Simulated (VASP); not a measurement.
Ge, 1 atom in the cell. Symmetry: Im-3m, No. 229, cubic system. Conventional cell: a = 3.324 Å, b = 3.324 Å, c = 3.324 Å, α = 90.00°, β = 90.00°, γ = 90.00°. Within 3.8 Å of Ge (site symmetry m-3m) lie 14 Ge at 2.88 to 3.32 Å. This isn't the form of Ge at room conditions, which is diamond.

| Item | Value |
| --- | --- |
| Program | VASP 6.6.1 |
| Task | single point |
| Functional | PBEsol |
| Potentials or basis | VASP PAW PBE potentials, release 64 (Ge_d) |
| Cutoff | 520 eV |
| k mesh | 16 × 16 × 16 |
| Occupations | fermi-dirac, width 0.08 eV |
| Spin | no spin polarisation |
| Dipole correction | no |
| Further INCAR settings | ALGO = Normal; EDIFF = 1e-06; NBANDS = 13 |

Potentials or basis: VASP PAW PBE potentials, release 64 (Ge_d).

The run is started by

```console
$ cat potpaw_PBE.64/Ge_d/POTCAR > POTCAR
$ mpirun -np 1 vasp_std > vasp.out
```

Hardware: 1 thread of Intel Xeon 8259CL, on a shared host.

Question: Estimate the wall time of this run.

Answer: It took 31 s on 1 thread of Intel Xeon 8259CL, on a shared host, peak memory 0.16 GiB. Counts: scf iterations 10, k points 145.
